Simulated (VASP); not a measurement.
Ir, 1 atom in the cell. Symmetry: Fm-3m, No. 225, cubic system. Conventional cell: a = 3.931 Å, b = 3.931 Å, c = 3.931 Å, α = 90.00°, β = 90.00°, γ = 90.00°. Ir (site symmetry m-3m) has 12 Ir at 2.78 Å within 3.7 Å. 

| Property | Result |
| --- | --- |
| Program | VASP 6.6.1 |
| Task | single point |
| Functional | PBE |
| Potentials or basis | VASP PAW PBE potentials, release 64 (Ir) |
| Cutoff | 500 eV |
| k mesh | 13 × 13 × 13 |
| Occupations | gaussian, width 0.1 eV |
| Spin | no spin polarisation |
| Dipole correction | no |
| Further INCAR settings | ALGO = Normal; EDIFF = 1e-06; NBANDS = 10 |

Potentials or basis: VASP PAW PBE potentials, release 64 (Ir).

The run is started by

```console
$ cat potpaw_PBE.64/Ir/POTCAR > POTCAR
$ mpirun -np 1 vasp_std > vasp.out
```

Hardware: 1 thread of Intel(R) Xeon(R) Platinum 8375C CPU @ 2.90GHz (Ice Lake), on a shared host.

How long does it take, and how much memory?

It took 11 s on 1 thread of Intel(R) Xeon(R) Platinum 8375C CPU @ 2.90GHz (Ice Lake) (shared host), peak memory 0.13 GiB. Counts: scf iterations 12, k points 84.
